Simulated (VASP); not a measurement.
Here is a VASP 6.6.1 calculation.

Contents of INCAR:

```
PREC     = Accurate       # precision mode
ENCUT    = 600            # plane-wave cutoff, eV
EDIFF    = 1E-6           # SCF threshold, eV
ISMEAR   = 0              # smearing method
SIGMA    = 0.05           # smearing width, eV
LREAL    = False          # projectors in reciprocal space
LASPH    = True           # aspherical terms in the spheres
NELM     = 80             # most SCF steps
ALGO     = Normal         # electronic algorithm
ISIF     = 3              # what is computed and relaxed
LWAVE    = False          # write WAVECAR
LCHARG   = False          # write CHGCAR
GGA      = PS             # functional
IBRION   = 2              # ionic algorithm
NSW      = 60             # ionic steps
EDIFFG   = -0.03          # ionic threshold
PSTRESS  = 300.0
```

KPOINTS

```
Automatic mesh
0
Gamma
  7 7 4
```

Contents of POSCAR:

```
La
1.0
    3.7500000000      0.0000000000      0.0000000000
   -1.8750000000      3.2475952642      0.0000000000
    0.0000000000      0.0000000000      6.0700000000
La
2
Direct
    0.3333333333      0.6666666667      0.2500000000
    0.6666666667      0.3333333333      0.7500000000
```

Potentials or basis: VASP PAW PBE potentials, release 64 (La).

Launch:

```console
$ cat potpaw_PBE.64/La/POTCAR > POTCAR
$ mpirun -np 1 vasp_std > vasp.out
```

What does it give for the space group after relaxing (to 0.1 Å)?

P6_3/mmc (No. 194).

What does it give for the relaxed cell?

a = 3.018 Å, b = 3.018 Å, c = 5.205 Å, α = 90.00°, β = 90.00°, γ = 120.00°.

What does it give for the band gap on the k mesh?

Zero (bands 11 and 12 overlap by 2.90 eV).

Estimate the relaxed volume.

20.53 Å³/atom.

Final structure:
```yaml
crystal:
  lattice:
    - [3.01827, 0.00000, 0.00000]
    - [-1.50913, 2.61389, 0.00000]
    - [0.00000, 0.00000, 5.20471]
  atoms:
    - { symbol: La, position: [0.33333, 0.66667, 0.25000] }
    - { symbol: La, position: [0.66667, 0.33333, 0.75000] }
```

Caveat: the cell is relaxed towards a set pressure, so the run minimises the enthalpy, not the energy; the volume moved by over 15 % at a fixed basis, so the end points are rough; the PAW data sets were made with another functional, which shifts forces and pressure a little; spin-orbit coupling is left out, which moves the levels of the heavy elements.
